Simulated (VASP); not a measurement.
Input of a VASP 6.6.1 run:

INCAR

```
PREC = Accurate
ENCUT = 520
EDIFF = 1E-8
ISMEAR = -1
SIGMA = 0.05
LREAL = F
LASPH = T
NELM = 80
ALGO = Normal
ISIF = 2
LWAVE = F
LCHARG = F
GGA = PS
LEFG = T
NBANDS = 16
```

Contents of KPOINTS:

```
regular mesh
0
Gamma
  9 9 9
```

POSCAR

```
InSb
1.0
    0.0000000000      3.2067090000      3.2391000000
    3.2067090000      0.0000000000      3.2391000000
    3.2067090000      3.2067090000      0.0000000000
In Sb
1 1
Direct
    0.0000000000      0.0000000000      0.0000000000
    0.7500000000      0.7500000000      0.7500000000
```

Potentials or basis: VASP PAW PBE potentials, release 64 (In_d, Sb).

Run with:

```console
$ cat potpaw_PBE.64/In_d/POTCAR potpaw_PBE.64/Sb/POTCAR > POTCAR
$ mpirun -np 1 vasp_std > vasp.out
```

Task: What does it give for the band gap on the k mesh?

Result: Zero (filled and empty bands touch).

Task: Estimate the pressure.

Result: 1.9 GPa.

Stress tensor (GPa, compression positive):
```
1.95 0.00 0.00
0.00 1.95 0.00
0.00 0.00 1.67
```

Caveat: the cell differs from its parent crystal (equal xx and yy strain of -1 %); without QUAD_EFG the Cq values of the log hold for a quadrupole moment of 1 mb, not for the nuclei; the PAW data sets were made with another functional, which shifts forces and pressure a little; spin-orbit coupling is left out, which moves the levels of the heavy elements.
